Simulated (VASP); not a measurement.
Here is a VASP 6.6.1 calculation.

The input INCAR:

```
PREC     = Accurate       # precision mode
ENCUT    = 500            # plane-wave cutoff, eV
EDIFF    = 1E-8           # SCF threshold, eV
ISMEAR   = -1             # smearing method
SIGMA    = 0.15           # smearing width, eV
LREAL    = F              # projectors in reciprocal space
LASPH    = T              # aspherical terms in the spheres
NELM     = 120            # most SCF steps
ALGO     = Normal         # electronic algorithm
ISIF     = 2              # what is computed and relaxed
LWAVE    = F              # write WAVECAR
LCHARG   = F              # write CHGCAR
GGA      = CA             # functional
IBRION   = 8              # ionic algorithm
NSW      = 1              # ionic steps
GGA_COMPAT= F
```

Contents of KPOINTS:

```
Automatic mesh
0
Gamma
  12 12 12
```

Contents of POSCAR:

```
HgTe
1.0
    0.0000000000      2.8884907004      2.8884907004
    2.8884907004      0.0000000000      2.8884907004
    2.8884907004      2.8884907004      0.0000000000
Hg Te
1 1
Direct
    0.0000000000      0.0000000000      0.0000000000
    0.7500000000      0.7500000000      0.7500000000
```

Potentials or basis: VASP PAW LDA potentials, release 64 (Hg, Te).

Run with:

```sh
$ cat potpaw_LDA.64/Hg/POTCAR potpaw_LDA.64/Te/POTCAR > POTCAR
$ mpirun -np 1 vasp_std > vasp.out
```

**Question.** Predict the highest phonon frequency at Γ, LO-TO splitting left out.

**Answer.** 219 cm⁻¹.

Phonon frequencies in cm⁻¹ (negative: imaginary):
| q point | frequencies |
| --- | --- |
| (0.000, 0.000, 0.000) | 0 0 0 219 219 219 |

Caveat: the cell stands under pressure or tension, which shifts response properties.
